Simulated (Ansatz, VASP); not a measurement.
# Two plane-wave programs on In3Se

```
CELL_PARAMETERS angstrom
4.88881 0.00000 0.00000
0.00000 4.88881 0.00000
0.00000 0.00000 4.66016
ATOMIC_POSITIONS crystal
In 0.50000 0.00000 0.64809
In 0.00000 0.50000 0.64809
In 0.00000 0.00000 0.12973
Se 0.50000 0.50000 0.23993
```

Alike in both runs: functional PBE; k mesh 10 × 10 × 10; occupations gaussian, width 0.1 eV; no spin polarisation.

Ansatz relaxed the structure, and its values are those at the end. VASP's run is a single point on that final structure, the one shown.

|  | VASP | Ansatz |
| --- | --- | --- |
| version | VASP 6.6.1 | Ansatz 0.2.0 |
| potentials or method | VASP PAW PBE potentials, release 64 (In_d, Se), cutoff 520 eV | scalar-relativistic, plane waves, PAW |
| valence electrons in the cell | 45 | 55 |

|  | VASP | Ansatz | Ansatz less VASP |
| --- | --- | --- | --- |
| gap on the k mesh at the Fermi level (eV) | none | none | - |
| pressure (GPa) | 0.0 | 0.0 | +0.01 |

A gap of «none» marks a metal or a gap that the smearing closes. VASP's potentials hold 45 valence electrons a cell and Ansatz's 55, so a difference there can come from the potentials and not from the codes.
